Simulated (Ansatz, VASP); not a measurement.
# ZrGe2Pd3: VASP beside Ansatz

```
CELL_PARAMETERS angstrom
4.68826 0.00000 0.00000
-2.34413 4.06015 0.00000
0.00000 0.00000 6.88578
ATOMIC_POSITIONS crystal
Zr 0.00000 0.00000 0.50000
Ge 0.33333 0.66667 0.16474
Ge 0.33333 0.66667 0.83526
Pd 0.00000 0.00000 0.00000
Pd 0.66667 0.33333 0.50000
Pd 0.33333 0.66667 0.50000
```

Alike in both runs: functional PBE; k mesh 4 × 4 × 3; occupations gaussian, width 0.2 eV; no spin polarisation.

Ansatz relaxed the structure, and its values are those at the end. VASP's run is a single point on that final structure, the one shown.

|  | VASP | Ansatz |
| --- | --- | --- |
| version | VASP 6.6.1 | Ansatz 0.2.0 |
| potentials or method | VASP PAW PBE potentials, release 64 (Zr_sv, Ge_d, Pd), cutoff 520 eV | scalar-relativistic, plane waves, PAW |
| valence electrons in the cell | 70 | 94 |

```tsv
	VASP	Ansatz	Ansatz less VASP
gap on the k mesh at the Fermi level (eV)	none	none	-
pressure (GPa)	0.3	0.3	-0.01
rms of the force components (eV/Å)	0.006	0.003	-0.0028
```

A gap of «none» marks a metal or a gap that the smearing closes. With one functional, cell and mesh, what is left measures potentials, basis and numerics. VASP's potentials hold 70 valence electrons a cell and Ansatz's 94, so a difference there can come from the potentials and not from the codes.

The k mesh is coarse, so the values compare programs but aren't converged.
